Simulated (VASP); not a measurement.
Input of a VASP 6.6.1 run:

POSCAR

```
K2S
1.0
    0.0000000000      3.7027186719      3.7027186719
    3.7027186719      0.0000000000      3.7027186719
    3.7027186719      3.7027186719      0.0000000000
K S
2 1
Direct
    0.2500000000      0.2500000000      0.2500000000
    0.7500000000      0.7500000000      0.7500000000
    0.0000000000      0.0000000000      0.0000000000
```

The input INCAR.step1:

```
SYSTEM = K2S
PREC = Accurate
ENCUT = 550
ISMEAR = 0
SIGMA = 0.01
LREAL = .False.
LASPH = .True.
NELM = 120
NBANDS = 19
GGA = PE
ALGO = Normal
EDIFF = 1E-5
LWAVE = .True.
LCHARG = .False.
GGA_COMPAT = .False.
```

File INCAR.step2:

```
SYSTEM = K2S
PREC = Accurate
ENCUT = 550
EDIFF = 1E-6
ISMEAR = 0
SIGMA = 0.01
LREAL = .False.
LASPH = .True.
NELM = 120
ALGO = Normal
ISIF = 2
LWAVE = .False.
LCHARG = .False.
METAGGA = R2SCAN
LMIXTAU = .True.
NBANDS = 19
ISTART = 1
GGA_COMPAT = .False.
```

The input KPOINTS:

```
Automatic mesh
0
Gamma
  6 6 6
  0 0 0
```

Potentials or basis: VASP PAW PBE potentials, release 64 (K_sv, S).

Command:

```bash
$ cat potpaw_PBE.64/K_sv/POTCAR potpaw_PBE.64/S/POTCAR > POTCAR
$ cp INCAR.step1 INCAR
$ mpirun -np 1 vasp_std > vasp.out
$ cp INCAR.step2 INCAR
$ mpirun -np 1 vasp_std > vasp.out
```

**Question.** What does it give for the band gap on the k mesh?

**Answer.** 2.76 eV (least direct gap 2.95 eV).

**Question.** Estimate the pressure.

**Answer.** 0.0 GPa.

Caveat: the PAW data sets were made with another functional, which shifts forces and pressure a little. A k mesh can miss the band edges.
